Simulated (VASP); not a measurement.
A run of VASP 6.6.1:

Contents of INCAR:

```
SYSTEM = Ag
  PREC = Accurate
  ENCUT = 520
  EDIFF = 1E-6
  ISMEAR = -1
  SIGMA = 0.05
  LREAL = .FALSE.
  LASPH = .TRUE.
  NELM = 100
  ALGO = Normal
  ISIF = 2
  LWAVE = .FALSE.
  LCHARG = .FALSE.
  GGA = PE
  NBANDS = 12
```

File KPOINTS:

```
regular mesh
0
G
  11 11 11
  0 0 0
```

File POSCAR:

```
Ag
1.0
    0.0000000000      1.9753069627      1.9753069627
    1.9753069627      0.0000000000      1.9753069627
    1.9753069627      1.9753069627      0.0000000000
Ag
1
Direct
    0.0000000000      0.0000000000      0.0000000000
```

Potentials or basis: VASP PAW PBE potentials, release 64 (Ag).

Run with:

```console
$ cat potpaw_PBE.64/Ag/POTCAR > POTCAR
$ mpirun -np 1 vasp_std > vasp.out
```

Hardware: 1 thread of Intel(R) Xeon(R) 6975P-C (Granite Rapids) (shared host).

Task: How long does it take, and how much memory?

Result: It took 5.9 s on 1 thread of Intel(R) Xeon(R) 6975P-C (Granite Rapids) (shared host), peak memory 0.14 GiB. Counts: scf iterations 11, k points 56.
